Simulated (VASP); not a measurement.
# O in VASP: further runs, part 2 of 2

VASP 6.6.1.

### Step 5. Single point, LDA

INCAR

```
PREC = Accurate
ENCUT = 600
EDIFF = 1E-6
ISMEAR = 1
SIGMA = 0.012
LREAL = F
LASPH = T
NELM = 120
ALGO = Normal
ISIF = 2
LWAVE = F
LCHARG = F
GGA = CA
NBANDS = 13
ISYM = 0
GGA_COMPAT = F
```

KPOINTS

```
Automatic mesh
0
Gamma
  3 3 3
  0.5 0.5 0
```

POSCAR

```
O
1.0
    1.4233490221      0.8217709410      3.4083000000
   -1.4233490221      0.8217709410      3.4083000000
    0.0000000000     -1.6435418821      3.4083000000
O
2
Direct
    0.0577000000      0.0577000000      0.0577000000
    0.9423000000      0.9423000000      0.9423000000
```

Potentials or basis: VASP PAW LDA potentials, release 64 (O).

Started as:

```sh
$ cat potpaw_LDA.64/O/POTCAR > POTCAR
$ mpirun -np 1 vasp_std > vasp.out
```

Wall time 11 s (1 thread of AMD EPYC 9R45 (Zen 5), shared host); peak memory 0.11 GiB.

The run converged. Its results:

```
Free energy            : -10.4725 eV
Pressure               : 1.8 GPa
Largest force          : 3.596 eV/Å
Band gap on the k mesh : zero (band 6 reaches 0.47 eV, above the bottom of band 7 at 0.02 eV)
```

Forces in eV/Å, atoms in the order of the input:
```
O    0.000  0.000  3.596
O    0.000  0.000 -3.596
```

Stress tensor (GPa, compression positive):
```
-10.78   0.00   0.00
  0.00 -10.78   0.00
  0.00   0.00  26.89
```

Levels at points of the mesh, in eV from the Fermi level:
```csv
k point,band 3,band 4,band 5,band 6,band 7,band 8,band 9,band 10
"(0.50, 0.50, 0.00)",-8.83,-7.29,-7.28,-1.48,0.53,9.82,11.16,14.72
"(0.50, 0.00, 0.50)",-8.83,-7.29,-7.28,-1.48,0.53,9.82,11.16,14.72
"(0.00, 0.50, 0.50)",-8.83,-7.29,-7.28,-1.48,0.53,9.82,11.16,14.72
```

Caveat: the k points lie up to 0.87 Å⁻¹ apart; the standard files for N, O and F lose accuracy on very short bonds; spin is off for a triplet molecule; forces of over 1 eV/Å act on the atoms, so gaps and moduli don't describe the material at rest.

### Step 6. Single point, PBE

INCAR

```
SYSTEM = O
PREC = Accurate ; ENCUT = 600
EDIFF = 1E-6 ; ISMEAR = 0
SIGMA = 0.028 ; LREAL = .FALSE.
LASPH = .TRUE. ; NELM = 120
ALGO = Normal ; ISIF = 2
LWAVE = .FALSE. ; LCHARG = .TRUE.
GGA = PE ; LELF = .TRUE.
LVHAR = .TRUE. ; NBANDS = 13
ISYM = 0 ; GGA_COMPAT = .FALSE.
```

KPOINTS

```
Automatic mesh
0
Gamma
  3 3 3
  0.94 0.43 0.2
```

POSCAR is that of step 5.

Potentials or basis: VASP PAW PBE potentials, release 64 (O).

Started as:

```sh
$ cat potpaw_PBE.64/O/POTCAR > POTCAR
$ mpirun -np 1 vasp_std > vasp.out
```

OUTCAR:

```text
SYSTEM = O
   PREC = Accurate
   ENCUT = 600
   EDIFF = 1E-6
   ISMEAR = 0
   LREAL = .FALSE.
   LASPH = .TRUE.
   NELM = 120
   ISIF = 2
   GGA = PE
   ISYM = 0

 ion  position               nearest neighbor table
   1  0.058  0.058  0.058-   2 1.18
   2  0.942  0.942  0.942-   1 1.18

IMPORTANT INFORMATION: All symmetrisations will be switched off!
NOSYMM: (Re-)initialisation of all symmetry stuff for point group C_1.

----------------------------------------------------------------------------------------

                                     Primitive cell

  volume of cell :      23.9195

  direct lattice vectors                    reciprocal lattice vectors
     1.423349022  0.821770941  3.408300000     0.351284184  0.202814018  0.097800467
    -1.423349022  0.821770941  3.408300000    -0.351284184  0.202814018  0.097800467
     0.000000000 -1.643541882  3.408300000     0.000000000 -0.405628037  0.097800467

  length of vectors
     3.783878805  3.783878805  3.783878805     0.417251765  0.417251765  0.417251765

  position of ions in fractional coordinates (direct lattice)
     0.057700000  0.057700000  0.057700000
     0.942300000  0.942300000  0.942300000
[... 140 lines left out ...]
      7       0.9403      0.00000
      8       9.3143      0.00000
      9      12.1472      0.00000
     10      15.3709      0.00000
     11      19.0469      0.00000
     12      20.2516      0.00000
     13      22.3220      0.00000
[... 354 lines left out ...]
  band No.  band energies     occupation
      1     -27.3828      2.00000
      2     -13.2880      2.00000
      3      -8.3514      2.00000
      4      -7.4337      2.00000
      5      -6.6013      2.00000
      6      -0.2316      2.00000
      7       0.4280      1.79802
      8      11.0179      0.00000
      9      13.2682      0.00000
     10      13.8627      0.00000
     11      17.6195      0.00000
     12      19.0767      0.00000
     13      21.6638      0.00000

 [... further k-points ...]

------------------------ aborting loop because EDIFF is reached ----------------------------------------

  FORCE on cell =-STRESS in cart. coord.  units (eV):
  Direction    XX          YY          ZZ          XY          YZ          ZX
  --------------------------------------------------------------------------------------
  -------------------------------------------------------------------------------------
  Total       -0.7303067     -0.7303067      5.8569106      0.0000000     -0.0000001     -0.0000000
  in kB      -48.9175426    -48.9175384    392.3086848      0.0000019     -0.0000048     -0.0000007
  external PRESSURE =      98.1578679 kB  Pullay stress =       0.0000000 kB

 VOLUME and BASIS-vectors are now :
 -----------------------------------------------------------------------------
  energy-cutoff  :      600.00
  volume of cell :       23.92
      direct lattice vectors                 reciprocal lattice vectors
     1.423349022  0.821770941  3.408300000     0.351284184  0.202814018  0.097800467
    -1.423349022  0.821770941  3.408300000    -0.351284184  0.202814018  0.097800467
     0.000000000 -1.643541882  3.408300000     0.000000000 -0.405628037  0.097800467

 POSITION                                       TOTAL-FORCE (eV/Angst)
 -----------------------------------------------------------------------------------
      0.00000     -0.00000      0.58998        -0.000000      0.000000      4.322069
      0.00000     -0.00000      9.63492         0.000000     -0.000000     -4.322069
 -----------------------------------------------------------------------------------
    total drift:                                0.000000      0.000000     -0.000136

  FREE ENERGIE OF THE ION-ELECTRON SYSTEM (eV)
  ---------------------------------------------------
  free  energy   TOTEN  =        -9.2528825557 eV

  energy  without entropy=       -9.2506292115  energy(sigma->0) =       -9.25175588
```

OSZICAR:

```text
N       E                     dE             d eps       ncg     rms          rms(c)
DAV:   1     0.423670505110E+02    0.42367E+02   -0.68940E+03  4273   0.954E+02
DAV:   2    -0.798843567935E+01   -0.50355E+02   -0.48411E+02  5278   0.194E+02
DAV:   3    -0.957459937922E+01   -0.15862E+01   -0.15621E+01  4900   0.316E+01
DAV:   4    -0.957949551849E+01   -0.48961E-02   -0.48954E-02  4712   0.208E+00
DAV:   5    -0.957951427446E+01   -0.18756E-04   -0.18756E-04  4857   0.123E-01    0.462E+00
DAV:   6    -0.931125533931E+01    0.26826E+00   -0.24130E-01  4817   0.448E+00    0.241E+00
DAV:   7    -0.925054654694E+01    0.60709E-01   -0.21596E-01  5092   0.412E+00    0.491E-01
DAV:   8    -0.925282416041E+01   -0.22776E-02   -0.15599E-02  4342   0.106E+00    0.878E-02
DAV:   9    -0.925287333897E+01   -0.49179E-04   -0.16588E-04  5102   0.119E-01    0.271E-02
DAV:  10    -0.925288177779E+01   -0.84388E-05   -0.23169E-05  4282   0.475E-02    0.773E-03
DAV:  11    -0.925288291323E+01   -0.11354E-05   -0.39566E-06  4822   0.179E-02    0.438E-03
DAV:  12    -0.925288255570E+01    0.35753E-06   -0.67037E-07  2431   0.721E-03
   1 F= -.92528826E+01 E0= -.92517559E+01  d E =-.225334E-02
```

stdout:

```text
POSCAR found type information on POSCAR O
 POSCAR found :  1 types and       2 ions
 scaLAPACK will be used
 LDA part: xc-table for (Slater+PW92), standard interpolation
 POSCAR, INCAR and KPOINTS ok, starting setup
 FFT: planning ... GRIDC
 FFT: planning ... GRID_SOFT
 FFT: planning ... GRID
 WAVECAR not read
 entering main loop
```

Wall time 43 s (1 thread of AMD EPYC 9R45 (Zen 5), shared host); peak memory 0.16 GiB.

What came out:

- Free energy: -9.2529 eV
- Pressure: 9.8 GPa
- Largest force: 4.322 eV/Å
- Band gap on the k mesh: zero (band 6 reaches 0.82 eV, above the bottom of band 7 at 0.25 eV)

Forces in eV/Å, atoms in the order of the input:
```
O    0.000  0.000  4.322
O    0.000  0.000 -4.322
```

Stress tensor (GPa, compression positive):
```
-4.89  0.00  0.00
 0.00 -4.89  0.00
 0.00  0.00 39.23
```

Caveat: the k points lie up to 0.87 Å⁻¹ apart; the standard files for N, O and F lose accuracy on very short bonds; spin is off for a triplet molecule; forces of over 1 eV/Å act on the atoms, so gaps and moduli don't describe the material at rest.

### Step 7. The runs side by side

| level | potentials or basis | k mesh | smearing | gap on the mesh (eV) | pressure (GPa) | largest force (eV/Å) |
| --- | --- | --- | --- | --- | --- | --- |
| LDA | VASP PAW LDA potentials, release 64 (O) | 3 × 3 × 3 | gaussian 0.1 eV | none | -2.9 | 1.85 |
| PBE | VASP PAW PBE potentials, release 64 (O) | 3 × 3 × 3 | tetrahedron | none | 8.7 | 4.18 |
| PBE+D4 | VASP PAW PBE potentials, release 64 (O) | 3 × 2 × 4 | gaussian 0.1 eV | none | 0.5 | 1.20 |
| LDA | VASP PAW LDA potentials, release 64 (O) | 3 × 3 × 3, shifted | methfessel-paxton 0.012 eV | none | 1.8 | 3.60 |
| PBE | VASP PAW PBE potentials, release 64 (O) | 3 × 3 × 3, shifted | gaussian 0.028 eV | none | 9.8 | 4.32 |

Some of these runs hold the atoms at other places in the same cell, which the table doesn't show; runs alike in all that it shows share one row.

Alike in all rows: task single point; no spin polarisation; cell as given; cutoff (eV) 600.

Caveats: all runs use coarse meshes; the standard files for N, O and F lose accuracy on very short bonds; spin is off for a triplet molecule; forces of over 1 eV/Å act on the atoms, so gaps and moduli don't describe the material at rest; pairwise dispersion overbinds metals, which lowers pressure and volume (some runs).

Absolute energies hang on the potentials; compare differences alone.
